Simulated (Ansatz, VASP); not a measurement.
# Two plane-wave programs on W

```xyz
1
Lattice="-1.4740 1.5838 1.5838 1.5838 -1.4740 1.5838 1.5838 1.5838 -1.4740" Properties=species:S:1:pos:R:3 pbc="T T T"
W     0.0000    0.0000    0.0000
```

Change from the starting cell: equal engineering shear yz, xz and xy +0.0700, equal normal strain along x, y and z +0.0100.

Alike in both runs: task single point; functional LDA; k mesh 20 × 20 × 20; occupations gaussian, width 0.15 eV; no spin polarisation.

```csv
,VASP,Ansatz
version,VASP 6.6.1,Ansatz 0.2.0
potentials or method,"VASP PAW LDA potentials, release 64 (W_sv), cutoff 520 eV","scalar-relativistic, plane waves, PAW"
valence electrons in the cell,14,14
```

Ansatz gave:

| Property | Result |
| --- | --- |
| gap on the k mesh at the Fermi level (eV) | none |
| pressure (GPa) | -6.3 |
| traceless stress, the component that is largest in VASP (GPa) | -7.63 |

Question: Estimate VASP's values.

Answer: gap on the k mesh at the Fermi level (eV): none; pressure (GPa): -4.5; traceless stress, the component that is largest in VASP (GPa): -7.77.

Ansatz warns that its potentials were made for another functional, while VASP's fit it. LDA's correlation is that of Perdew and Zunger in VASP and of Perdew and Wang (1992) in Ansatz. A gap of «none» marks a metal or a gap that the smearing closes.

Neither program's run includes spin-orbit coupling.
